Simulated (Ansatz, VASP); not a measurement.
# Two plane-wave programs on Si2Ge3

```
Si Ge
1.0
     2.93160    0.00000    0.00000
    -1.46580    2.53884    0.00000
     0.00000    0.00000   23.71272
Si Ge
4 6
Direct
  0.33333 0.66667 0.80000
  0.33333 0.66667 0.00000
  0.33333 0.66667 0.20000
  0.66667 0.33333 0.50000
  0.33333 0.66667 0.60000
  0.33333 0.66667 0.40000
  0.66667 0.33333 0.70000
  0.66667 0.33333 0.90000
  0.66667 0.33333 0.10000
  0.66667 0.33333 0.30000
```

Alike in both runs: task single point; functional PBE; k mesh 6 × 6 × 1; occupations gaussian, width 0.1 eV; no spin polarisation.

|  | VASP | Ansatz |
| --- | --- | --- |
| version | VASP 6.6.1 | Ansatz 0.2.0 |
| potentials or method | VASP PAW PBE potentials, release 64 (Si, Ge_d), cutoff 520 eV | scalar-relativistic, plane waves, PAW |
| valence electrons in the cell | 100 | 100 |

Ansatz gave:

* gap on the k mesh at the Fermi level (eV): none
* pressure (GPa): -0.4
* traceless stress, the component that is largest in VASP (GPa): -6.03
* rms of the force components (eV/Å): 0.165

Task: Estimate VASP's values.

Result: gap on the k mesh at the Fermi level (eV): none; pressure (GPa): -0.3; traceless stress, the component that is largest in VASP (GPa): -6.04; rms of the force components (eV/Å): 0.166.

Atom by atom the forces differ by 0.001 eV/Å (rms over components). A gap of «none» marks a metal or a gap that the smearing closes.

The k mesh is coarse, so the values compare programs but aren't converged.
